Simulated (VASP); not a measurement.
# InBS3: relaxation of cell and atoms with PBE

Crystal: InBS3.

```xyz
10
Lattice="3.1118 1.7966 5.0815 -3.1118 1.7966 5.0815 0.0000 -3.5931 5.0815" Properties=species:S:1:pos:R:3 pbc="T T T"
In    0.0000    0.0000   11.4333
In    0.0000    0.0000    3.8111
B     0.0000    0.0000    7.6222
B     0.0000    0.0000    0.0000
S     1.7430   -0.5741    8.8926
S    -0.3743    1.7966    8.8926
S    -1.3687   -1.2224    8.8926
S    -1.7430    0.5741    6.3518
S     0.3743   -1.7966    6.3518
S     1.3687    1.2224    6.3518
```

| Property | Result |
| --- | --- |
| Program | VASP 6.6.1 |
| Task | relaxation of cell and atoms |
| Functional | PBE |
| Potentials or basis | VASP PAW PBE potentials, release 64 (In_d, B, S) |
| Cutoff | 600 eV |
| k mesh | 4 × 4 × 4 |
| Occupations | gaussian, width 0.1 eV |
| Spin | no spin polarisation |
| Dipole correction | no |
| Further INCAR settings | ALGO = Normal; EDIFF = 1e-06; IBRION = 2; EDIFFG = -0.04; NSW = 90; ISIF = 3 |

The relaxed volume is 16.35 Å³/atom and the relaxed cell is a = 6.180 Å, b = 6.180 Å, c = 6.180 Å, α = 59.10°, β = 59.10°, γ = 59.10°. The space group after relaxing (to 0.05 Å) is R-3c (No. 167) and the energy gained by relaxing is 99.9 meV/atom. The ionic steps are 9 and the pressure after relaxing is -0.1 GPa. The largest force after relaxing is 0.017 eV/Å.

Forces in eV/Å, atoms in the order of the input:
```
In   0.000  0.000  0.000
In   0.000  0.000  0.000
B    0.000  0.000  0.000
B    0.000  0.000  0.000
S    0.009  0.015  0.000
S   -0.017  0.000  0.000
S    0.009 -0.015  0.000
S   -0.009 -0.015  0.000
S    0.017  0.000  0.000
S   -0.009  0.015  0.000
```

Stress tensor (GPa, compression positive):
```
-0.05  0.00  0.00
 0.00 -0.05  0.00
 0.00  0.00 -0.31
```

Step by step:
```
step  energy change (eV)  largest force (eV/Å)  pressure (GPa)  volume (Å³)
   1              0.0000                0.9459           -5.17       170.45
   2             -0.4471                0.9687            1.67       157.22
   3             -0.4602                0.9276            3.50       154.53
   4             -0.7946                0.4669            4.33       154.79
   5             -0.8571                0.0421            5.14       154.93
   6             -0.9591                0.0463           -2.54       168.32
   7             -0.9970                0.0395           -0.13       163.49
   8             -0.9969                0.0401           -0.22       163.66
   9             -0.9988                0.0173           -0.14       163.49
```

Final structure:
```
In B S
1.0
     3.04804    1.75979    5.07997
    -3.04804    1.75979    5.07997
     0.00000   -3.51957    5.07997
In B S
2 2 6
Direct
  0.75000 0.75000 0.75000
  0.25000 0.25000 0.25000
  0.50000 0.50000 0.50000
  0.00000 0.00000 0.00000
  0.84246 0.25000 0.65754
  0.65754 0.84246 0.25000
  0.25000 0.65754 0.84246
  0.15754 0.75000 0.34246
  0.34246 0.15754 0.75000
  0.75000 0.34246 0.15754
```

Levels at points of the mesh, in eV from the Fermi level:
```
           k point  band 32  band 33  band 34  band 35  band 36  band 37
(0.00, 0.00, 0.00)    -0.36    -0.07    -0.07    -0.05     0.70     2.02
(0.50, 0.00, 0.00)    -1.03    -0.23    -0.23     0.88     0.88     2.14
(0.50, 0.50, 0.50)    -0.47    -0.47    -0.47     0.36     0.36     2.58
(0.50, 0.50, 0.00)    -0.81    -0.64    -0.36     1.36     1.62     2.02
```

It took 17 min on 1 thread of Oxide Virtual Turin-like Processor, with other jobs on the host, peak memory 0.39 GiB.

Caveat: spin-orbit coupling is left out, which moves the levels of the heavy elements.
